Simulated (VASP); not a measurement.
Here is a VASP 6.6.1 calculation.

The input INCAR:

```
SYSTEM = Rb2ClF
ALGO = Normal ; EDIFF = 1E-7
ENCUT = 520 ; GGA = PE
ISIF = 2 ; ISMEAR = 0
LASPH = .TRUE. ; LCHARG = .FALSE.
LREAL = .FALSE. ; LWAVE = .FALSE.
NBANDS = 24 ; NELM = 80
PREC = Accurate ; SIGMA = 0.01
```

The input KPOINTS:

```
k-points
0
G
  8 8 8
  0 0 0
```

The input POSCAR:

```
Rb2ClF
1.0
    2.1475516760      1.2398895382      7.1333826552
   -2.1475516760      1.2398895382      7.1333826552
    0.0000000000     -2.4797790765      7.1333826552
F Cl Rb
1 1 2
Direct
    1.0000000000      0.0000000000      0.0000000000
    0.5000000000      0.5000000000      0.5000000000
    0.2633912846      0.2633912846      0.2633912846
    0.7366087154      0.7366087154      0.7366087154
```

Potentials or basis: VASP PAW PBE potentials, release 64 (F, Cl, Rb_sv).

Launch:

```console
$ cat potpaw_PBE.64/F/POTCAR potpaw_PBE.64/Cl/POTCAR potpaw_PBE.64/Rb_sv/POTCAR > POTCAR
$ mpirun -np 1 vasp_std > vasp.out
```

**Question.** What does it give for the largest force?

**Answer.** 0.093 eV/Å.

**Question.** Estimate the pressure.

**Answer.** 1.0 GPa.

Forces on the atoms (eV/Å):
```
F    0.000  0.000  0.000
Cl   0.000  0.000  0.000
Rb   0.000  0.000 -0.093
Rb   0.000  0.000  0.093
```
